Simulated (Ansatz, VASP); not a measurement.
## Two plane-wave programs on SiC

```
Si C
1.0
     3.10611    0.00000    0.00000
    -1.55305    2.68997    0.00000
     0.00000    0.00000    5.09859
Si C
2 2
Direct
  0.33333 0.66667 0.99959
  0.66667 0.33333 0.49959
  0.33333 0.66667 0.37541
  0.66667 0.33333 0.87541
```

Change from the starting cell: hydrostatic strain +1.0%.

Alike in both runs: task single point; functional r2SCAN; k mesh 12 × 12 × 6; no spin polarisation.

|  | VASP | Ansatz |
| --- | --- | --- |
| version | VASP 6.6.1 | Ansatz 0.2.0 |
| potentials or method | VASP PAW PBE potentials, release 64 (Si, C) | plane waves, PAW |
| plane-wave cutoff (eV) | 520 | 500 |
| occupations | gaussian, width 0.01 eV | fixed |
| valence electrons in the cell | 16 | 16 |

|  | VASP | Ansatz | Ansatz less VASP |
| --- | --- | --- | --- |
| gap on the k mesh at the Fermi level (eV) | 2.70 | 2.70 | -0.006 |
| pressure (GPa) | -6.6 | -6.4 | +0.16 |
| traceless stress, the component that is largest in VASP (GPa) | 0.14 | 0.12 | -0.012 |

VASP's potentials were made for PBE, not for r2SCAN.
